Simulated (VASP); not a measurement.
Write the native input for VASP 6.6.1 that does the following.

```
Task                   : single point
Functional             : PBE
Potentials or basis    : VASP PAW PBE potentials, release 64 (Si, C)
Cutoff                 : 520 eV
k mesh                 : 6 × 6 × 2
Occupations            : gaussian, width 0.1 eV
Spin                   : no spin polarisation
Dipole correction      : no
Further INCAR settings : ALGO = Normal; EDIFF = 1e-07; NBANDS = 21
```

The structure of Si2C lies in POSCAR:

```
Si2C
1.0
    2.9311459055      0.0000000000      0.0000000000
   -1.4655729528      2.5384468163      0.0000000000
    0.0000000000      0.0000000000      8.8196165943
Si C
4 2
Direct
    0.3333333333      0.6666666667      0.6128735845
    0.6666666667      0.3333333333      0.1128735845
    0.3333333333      0.6666666667      0.8871264155
    0.6666666667      0.3333333333      0.3871264155
    0.3333333333      0.6666666667      0.2500000000
    0.6666666667      0.3333333333      0.7500000000
```

These files were run (other wordings do the same):

INCAR

```
ALGO = Normal ; EDIFF = 1E-7
ENCUT = 520 ; GGA = PE
ISIF = 2 ; ISMEAR = 0
LASPH = True ; LCHARG = False
LREAL = False ; LWAVE = False
NBANDS = 21 ; NELM = 80
PREC = Accurate ; SIGMA = 0.1
```

KPOINTS

```
k-points
0
Gamma
  6 6 2
```

Potentials or basis: VASP PAW PBE potentials, release 64 (Si, C).

The run is started by

```bash
$ cat potpaw_PBE.64/Si/POTCAR potpaw_PBE.64/C/POTCAR > POTCAR
$ mpirun -np 1 vasp_std > vasp.out
```

It gave:

The pressure is 0.0 GPa and the largest force is 0.013 eV/Å. The band gap on the k mesh is zero (band 12 reaches 15.08 eV, above the bottom of band 13 at 7.83 eV).

Caveat: the k points lie up to 0.41 Å⁻¹ apart.

Wall time 20 s on 1 thread of AMD EPYC 7R43 64-Core Processor (Zen 3), with other jobs on the host, peak memory 0.15 GiB.
